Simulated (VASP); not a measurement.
Runs of VASP 6.6.1 on Ca7Se. The structure is that of space group Fm-3m (No. 225), or close to it. The cells are those of the table. The cell was built from a structure type or drawn by symmetry, and may not be a known phase.

```csv
task,level,cell,k mesh,cutoff (eV),gap on the mesh (eV),pressure (GPa)
single point,PBE,"a = 7.490 Å, angles 60.0°, 8 atoms",4 × 4 × 4,520,none,0.1
relaxation of cell and atoms,PBE,"relaxed from a = 6.417 Å, angles 60.0°, 8 atoms",4 × 4 × 4,600,none,-0.1
single point,PBE,"a = 6.417 Å, angles 60.0°, 8 atoms",4 × 4 × 4,520,none,(a)
single point,PBE+D4,"a = 7.498 Å, angles 60.0°, 8 atoms",6 × 6 × 6,520,none,-0.4
```

Alike in all rows: potentials or basis VASP PAW PBE potentials, release 64 (Ca_sv, Se); no spin polarisation; smearing gaussian 0.1 eV.

**Question.** Fill in the values left out.

**Answer.** (a) 19.2.

Caveats: semilocal functionals underestimate gaps, so a narrow gap can read as zero (at least some runs); the cell stands under pressure (at least some runs).

A k mesh can miss the band edges, and the runs leave out spin-orbit coupling on Se.

A gap of «none» marks levels without a gap at the run's occupations.
